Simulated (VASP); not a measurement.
# AlNi (Cmmm) in VASP: single point with PBEsol

Aim: the single point of AlNi with PBEsol.

Everything below comes from runs of VASP 6.6.1. Logs are shortened: lines on timing, memory, paths and dates and some standing lists are left out, and cuts for length are marked.

### 1 The cell of the first run

It takes space group Cmmm (No. 65, orthorhombic). The conventional cell has a = 3.877 Å, b = 3.906 Å, c = 3.099 Å, α = 90.00°, β = 90.00°, γ = 90.00°. Al (site symmetry mmm) has 8 Ni at 2.48 to 2.49 Å and 6 Al at 2.75 to 3.10 Å within 3.3 Å. Ni (site symmetry mmm) has 8 Al at 2.48 to 2.49 Å and 6 Ni at 2.75 to 3.10 Å within 3.3 Å.

### 2 Single point, PBEsol

The input, INCAR:

```
ALGO = Fast
EDIFF = 1E-6
ENCUT = 520
GGA = PS
ISIF = 2
ISMEAR = 0
LASPH = True
LCHARG = True
LELF = True
LREAL = False
LVHAR = True
LWAVE = False
NBANDS = 14
NELM = 80
PREC = Accurate
SIGMA = 0.15
```

The input, KPOINTS:

```
k-points
0
Gamma
  20 20 18
```

The input, POSCAR:

```
AlNi
1.0
    1.9386940000     -1.9531901500      0.0000000000
    1.9386940000      1.9531901500      0.0000000000
    0.0000000000      0.0000000000      3.0994300413
Al Ni
1 1
Direct
    0.0000000000      0.0000000000      0.0000000000
    0.5000000000      0.5000000000      0.5000000000
```

Potentials or basis: VASP PAW PBE potentials, release 64 (Al, Ni).

Command:

```bash
> cat potpaw_PBE.64/Al/POTCAR potpaw_PBE.64/Ni/POTCAR > POTCAR
> mpirun -np 1 vasp_std > vasp.out
```

OUTCAR:

```text
EDIFF = 1E-6
   ENCUT = 520
   GGA = PS
   ISIF = 2
   ISMEAR = 0
   LASPH = True
   LREAL = False
   NELM = 80
   PREC = Accurate

 ion  position               nearest neighbor table
   1  0.000  0.000  0.000-   2 2.48   2 2.48   2 2.48   2 2.48   2 2.49   2 2.49   2 2.49   2 2.49

   2  0.500  0.500  0.500-   1 2.48   1 2.48   1 2.48   1 2.48   1 2.49   1 2.49   1 2.49   1 2.49

  LATTYP: Found a base centered orthorhombic cell.
 ALAT       =     3.8773880000
 B/A-ratio  =     1.0074772759
 C/A-ratio  =     0.7993603017

  Lattice vectors:

 A1 = (   1.9386940000,  -1.9531901500,   0.0000000000)
 A2 = (   1.9386940000,   1.9531901500,   0.0000000000)
 A3 = (   0.0000000000,   0.0000000000,   3.0994300413)

Analysis of symmetry for initial positions (statically):
=====================================================================
 Subroutine PRICEL returns:
 Original cell was already a primitive cell.

 Routine SETGRP: Setting up the symmetry group for a
 base centered orthorhombic supercell.

 Subroutine GETGRP returns: Found  8 space group operations
 (whereof  8 operations were pure point group operations)
 out of a pool of  8 trial point group operations.

The static configuration has the point symmetry D_2h.

Analysis of symmetry for dynamics (positions and initial velocities):
=====================================================================
 Subroutine PRICEL returns:
 Original cell was already a primitive cell.

 Routine SETGRP: Setting up the symmetry group for a
 base centered orthorhombic supercell.

 Subroutine GETGRP returns: Found  8 space group operations
 (whereof  8 operations were pure point group operations)
 out of a pool of  8 trial point group operations.

The dynamic configuration has the point symmetry D_2h.

 Subroutine INISYM returns: Found  8 space group operations
 (whereof  8 operations are pure point group operations),
 and found     1 'primitive' translations

----------------------------------------------------------------------------------------

                                     Primitive cell

  volume of cell :      23.4728

  direct lattice vectors                    reciprocal lattice vectors
     1.938694000 -1.953190150  0.000000000     0.257905580 -0.255991461  0.000000000
     1.938694000  1.953190150  0.000000000     0.257905580  0.255991461  0.000000000
     0.000000000  0.000000000  3.099430041     0.000000000  0.000000000  0.322639965

  length of vectors
     2.751996764  2.751996764  3.099430041     0.363382603  0.363382603  0.322639965

  position of ions in fractional coordinates (direct lattice)
     0.000000000  0.000000000  0.000000000
     0.500000000  0.500000000  0.500000000

  ion indices of the primitive-cell ions
   primitive index   ion index
                 1           1
                 2           2

----------------------------------------------------------------------------------------

 KPOINTS: k-points

Automatic generation of k-mesh.
 Grid dimensions read from file:
 generate k-points for:   20   20   18

 Generating k-lattice:

  Cartesian coordinates                     Fractional coordinates (reciprocal lattice)
     0.012895279 -0.012799573  0.000000000     0.050000000  0.000000000  0.000000000
     0.012895279  0.012799573  0.000000000     0.000000000  0.050000000  0.000000000
     0.000000000  0.000000000  0.017924442     0.000000000  0.000000000  0.055555556

  Length of vectors
     0.018169130  0.018169130  0.017924442

  Shift w.r.t. Gamma in fractional coordinates (k-lattice)
     0.000000000  0.000000000  0.000000000

 Subroutine IBZKPT returns following result:
 ===========================================

 Found   1110 irreducible k-points:

 Following reciprocal coordinates:
            Coordinates               Weight
  0.000000  0.000000  0.000000      1.000000
  0.050000  0.000000  0.000000      4.000000
  0.100000  0.000000  0.000000      4.000000
  0.150000  0.000000  0.000000      4.000000
  0.200000  0.000000  0.000000      4.000000
  0.250000  0.000000  0.000000      4.000000
[... 16 lines left out ...]
 -0.400000  0.050000  0.000000      4.000000
 -0.350000  0.050000  0.000000      4.000000
 [... further k-points ...]
   k-points           NKPTS =   1110   k-points in BZ     NKDIM =   1110   number of bands    NBANDS=     14
   number of dos      NEDOS =    301   number of ions     NIONS =      2
   total plane-waves  NPLWV =   9600
   dimension x,y,z NGX =    20 NGY =   20 NGZ =   24
   dimension x,y,z NGXF=    40 NGYF=   40 NGZF=   48
   ions per type =               1   1
   NGX,Y,Z   is equivalent  to a cutoff of  12.08, 12.08, 12.87 a.u.
   NGXF,Y,Z  is equivalent  to a cutoff of  24.16, 24.16, 25.75 a.u.
 SYSTEM =  unknown system
   PREC   = accura    normal or accurate (medium, high low for compatibility)
   ISTART =      0    job   : 0-new  1-cont  2-samecut
   ICHARG =      2    charge: 1-file 2-atom 10-const
   ISPIN  =      1    spin polarized calculation?
   LNONCOLLINEAR =      F non collinear calculations
   LSORBIT =      F    spin-orbit coupling
   LASPH  =      T    aspherical Exc in radial PAW
   ENCUT  =  520.0 eV  38.22 Ry    6.18 a.u.   5.12  5.12  5.76*2*pi/ulx,y,z
   NELM   =     80;   NELMIN=  2; NELMDL= -5     # of ELM steps
   EDIFF  = 0.1E-05   stopping-criterion for ELM
   LREAL  =      F    real-space projection
   EDIFFG = 0.1E-04   stopping-criterion for IOM
   NSW    =      0    number of steps for IOM
   IBRION =     -1    ionic relax: 0-MD 1-quasi-New 2-CG
   NFREE  =      0    steps in history (QN), initial steepest desc. (CG)
   ISIF   =      2    stress and relaxation
   ISYM   =      2    0-nonsym 1-usesym 2-fastsym
   POTIM  = 0.5000    time-step for ionic-motion
   TEBEG  =    0.0;   TEEND  =   0.0 temperature during run
   PSTRESS=    0.0 pullay stress
   NELECT =      13.0000    total number of electrons
   NUPDOWN=      -1.0000    fix difference up-down
   EMIN   =  10.00;   EMAX   =-10.00  energy-range for DOS
   EFERMI =   0.00;   METHOD = LEGACY
   ISMEAR =     0;   SIGMA  =   0.15  broadening in eV -4-tet -1-fermi 0-gaus
   EFERMI_NEDOS =   21; number of points for ismear=-14 and -15
   IALGO  =     68    algorithm
   IMIX   =      4    mixing-type and parameters
     AMIX     =   0.40;   BMIX     =  1.00
     AMIX_MAG =   1.60;   BMIX_MAG =  1.00
  volume/ion in A,a.u.               =      11.74        79.20
  Fermi-wavevector in a.u.,A,eV,Ry     =   1.344417  2.540580 24.591955  1.807458
  Thomas-Fermi vector in A             =   2.472413
   LORBIT       =      0    0 simple, 1 ext, 2 COOP (PROOUT), +10 PAW based schemes
   GGA     = PS    functional components
   LHFCALC =     F    Hartree Fock is set to
   AEXX    =    0.0000 exact exchange contribution
   IVDW    =     0    specifies the selected vdW correction
   LEPSILON=     F    determine dielectric tensor
   LRPA    =     F    only Hartree local field effects (RPA)
 non-spin polarized calculation
 RMM-DIIS sequential band-by-band and
 Gauss-broadening in eV      SIGMA  =   0.15
  energy-cutoff  :      520.00
  volume of cell :       23.47
 maximum number of plane-waves:       646
   NGX = 11   NGY = 11   NGZ = 11

 number of electron      13.0000022 magnetization

 Free energy of the ion-electron system (eV)
  ---------------------------------------------------
  ext. energy  EPLUGINS =         0.00000000
  ---------------------------------------------------
  free energy    TOTEN  =       -11.54762818 eV

  energy without entropy =      -11.53804199  energy(sigma->0) =      -11.54283509

 E-fermi :  10.1466     XC(G=0): -12.2568

 val. band max:       10.1458609095   @ k =   0.5000   0.4500   0.2778
 cond. band min:      10.1467352128   @ k =  -0.3000   0.2500   0.3889
 fundamental gap:      0.0008743034
 Fermi energy:        10.1465545243

 k-point     1 :       0.0000    0.0000    0.0000
  band No.  band energies     occupation
      1      -1.1364      2.00000
      2       6.7123      2.00000
      3       6.8556      2.00000
      4       8.4784      2.00000
      5       8.4983      2.00000
      6       8.7924      2.00000
      7      13.0815      0.00000
      8      17.1847      0.00000
      9      17.2284      0.00000
     10      17.3238      0.00000
     11      18.8100      0.00000
     12      24.7654      0.00000
     13      30.5551      0.00000
     14      30.5644      0.00000

 k-point     2 :       0.0500    0.0000    0.0000
  band No.  band energies     occupation
      1      -1.0860      2.00000
      2       6.7262      2.00000
      3       6.8608      2.00000
      4       8.4483      2.00000
      5       8.4936      2.00000
      6       8.7721      2.00000
      7      13.1608      0.00000
      8      16.3819      0.00000
      9      17.2683      0.00000
     10      17.4280      0.00000
     11      19.4193      0.00000
     12      25.0000      0.00000
     13      29.7229      0.00000
     14      30.5687      0.00000

 k-point     3 :       0.1000    0.0000    0.0000
  band No.  band energies     occupation
      1      -0.9350      2.00000
      2       6.7645      2.00000
      3       6.8733      2.00000
      4       8.3458      2.00000
      5       8.5006      2.00000
      6       8.7142      2.00000
      7      13.3902      0.00000
      8      15.1310      0.00000
      9      17.4483      0.00000
     10      17.4724      0.00000
     11      20.2938      0.00000
     12      25.7066      0.00000
     13      28.3558      0.00000
     14      30.6130      0.00000
[... 324 lines left out ...]
 k-point    23 :      -0.4000    0.0500    0.0000
  band No.  band energies     occupation
      1       1.9843      2.00000
      2       5.1739      2.00000
      3       7.2940      2.00000
      4       7.4715      2.00000
      5       8.1190      2.00000
      6       8.5726      2.00000
      7       9.9687      1.90650
      8      16.8733      0.00000
      9      17.9156      0.00000
     10      20.1740      0.00000
     11      20.9444      0.00000
     12      23.2104      0.00000
     13      23.9516      0.00000
     14      25.5452      0.00000

 k-point    24 :      -0.3500    0.0500    0.0000
  band No.  band energies     occupation
      1       1.2938      2.00000
      2       5.8608      2.00000
      3       7.2243      2.00000
      4       7.5704      2.00000
      5       8.1879      2.00000
      6       8.5582      2.00000
      7      10.2813      0.20399
      8      16.1449      0.00000
      9      17.7699      0.00000
     10      19.5265      0.00000
     11      21.9961      0.00000
     12      23.2040      0.00000
     13      24.7651      0.00000
     14      25.8883      0.00000

 [... further k-points ...]
[... 5 lines left out ...]
  --------------------------------------------------------------------------------------
  -------------------------------------------------------------------------------------
  Total        0.5389652      0.3088444     -0.5720954      0.0000000      0.0000000      0.0000000
  in kB       36.7879575     21.0806821    -39.0493167      0.0000000      0.0000000      0.0000000
  external PRESSURE =       6.2731076 kB  Pullay stress =       0.0000000 kB

 VOLUME and BASIS-vectors are now :
 -----------------------------------------------------------------------------
  energy-cutoff  :      520.00
  volume of cell :       23.47
      direct lattice vectors                 reciprocal lattice vectors
     1.938694000 -1.953190150  0.000000000     0.257905580 -0.255991461  0.000000000
     1.938694000  1.953190150  0.000000000     0.257905580  0.255991461  0.000000000
     0.000000000  0.000000000  3.099430041     0.000000000  0.000000000  0.322639965

 POSITION                                       TOTAL-FORCE (eV/Angst)
 -----------------------------------------------------------------------------------
      0.00000      0.00000      0.00000         0.000000      0.000000      0.000000
      1.93869      0.00000      1.54972        -0.000000      0.000000      0.000000
 -----------------------------------------------------------------------------------
    total drift:                                0.000000      0.000000      0.000000

  FREE ENERGIE OF THE ION-ELECTRON SYSTEM (eV)
  ---------------------------------------------------
  free  energy   TOTEN  =       -11.5476281817 eV

  energy  without entropy=      -11.5380419911  energy(sigma->0) =      -11.54283509
```

Run time: 3 min. Hardware: 1 thread of AMD EPYC 9R14 (Zen 4), shared host; peak memory 0.42 GiB.

What came out:

| Quantity | Value |
| --- | --- |
| Free energy | -11.5476 eV |
| Pressure | 0.6 GPa |
| Band gap on the k mesh | zero (an odd number of electrons rules out a gap without spin polarisation) |

Caveat: the stress differs along the axes, from -4 to 4 GPa; the PAW data sets were made with another functional, which shifts forces and pressure a little. Spin polarisation is off, so any magnetic state and its effect on volume and gap are missing.
